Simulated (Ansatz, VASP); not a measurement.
One calculation of Li4NbO4, two programs

Contents of INCAR:

```
PREC     = Accurate       # precision mode
ENCUT    = 520            # plane-wave cutoff, eV
EDIFF    = 1E-7           # SCF threshold, eV
ISMEAR   = 0              # smearing method
SIGMA    = 0.05           # smearing width, eV
LREAL    = F              # projectors in reciprocal space
LASPH    = T              # aspherical terms in the spheres
NELM     = 100            # most SCF steps
ALGO     = Normal         # electronic algorithm
ISIF     = 2              # what is computed and relaxed
LWAVE    = F              # write WAVECAR
LCHARG   = F              # write CHGCAR
GGA      = PS             # functional
NBANDS   = 34             # bands
```

KPOINTS

```
Automatic mesh
0
Gamma
  10 10 10
```

POSCAR

```
Li4NbO4
1.0
   -3.8119495391      3.8119495391      1.6301049253
    3.8119495391     -3.8119495391      1.6301049253
    3.8119495391      3.8119495391     -1.6301049253
Li Nb O
4 1 4
Direct
    0.3607161967      0.1307668100      0.4914830067
    0.8426719780      0.3341549847      0.1768269627
    0.1573280220      0.6658450153      0.8231730373
    0.6658450153      0.8426719780      0.5085169933
    0.0000000000      0.0000000000      0.0000000000
    0.7589255465      0.0797104317      0.8386359782
    0.9202895683      0.7589255465      0.6792151148
    0.0797104317      0.2410744535      0.3207848852
    0.2410744535      0.9202895683      0.1613640218
```

Input for Ansatz:

```yaml
crystal:
  lattice:
    - [-3.8119495391, 3.8119495391, 1.6301049253]
    - [3.8119495391, -3.8119495391, 1.6301049253]
    - [3.8119495391, 3.8119495391, -1.6301049253]
  atoms:
    - { symbol: Li, position: [0.3607161967, 0.13076681, 0.4914830067] }
    - { symbol: Li, position: [0.842671978, 0.3341549847, 0.1768269627] }
    - { symbol: Li, position: [0.157328022, 0.6658450153, 0.8231730373] }
    - { symbol: Li, position: [0.6658450153, 0.842671978, 0.5085169933] }
    - { symbol: Nb, position: [0.0, 0.0, 0.0] }
    - { symbol: O, position: [0.7589255465, 0.0797104317, 0.8386359782] }
    - { symbol: O, position: [0.9202895683, 0.7589255465, 0.6792151148] }
    - { symbol: O, position: [0.0797104317, 0.2410744535, 0.3207848852] }
    - { symbol: O, position: [0.2410744535, 0.9202895683, 0.1613640218] }
basis:
  ecutwfc: 420
kpoints:
  mp_grid: { grid: [10, 10, 10] }
hamiltonian:
  xc: pbesol
  pseudopotentials: { kind: paw, azcp: { folder: soft_1 } }
scf:
  occupations: { method: gaussian, width: 0.05 }
output:
  forces: true
  stress: true
  eigenvalues: true
```

Alike in both runs: task single point; functional PBEsol; k mesh 10 × 10 × 10; occupations gaussian, width 0.05 eV; no spin polarisation.

|  | VASP | Ansatz |
| --- | --- | --- |
| version | VASP 6.6.1 | Ansatz 0.2.0 |
| potentials or method | VASP PAW PBE potentials, release 64 (Li_sv, Nb_sv, O), cutoff 520 eV | scalar-relativistic, plane waves, PAW |
| valence electrons in the cell | 49 | 49 |

```tsv
	VASP	Ansatz	Ansatz less VASP
rms of the force components (eV/Å)	0.224	0.227	+0.0026
```

VASP's potentials were made for PBE, not for PBEsol, and Ansatz warns of the same on its side. Atom by atom the forces differ by 0.014 eV/Å (rms over components). With one functional, cell and mesh, what is left measures potentials, basis and numerics.

Noted on VASP's run: the cutoff is under 1.25 times that of the potentials, so the pressure is a little rough.
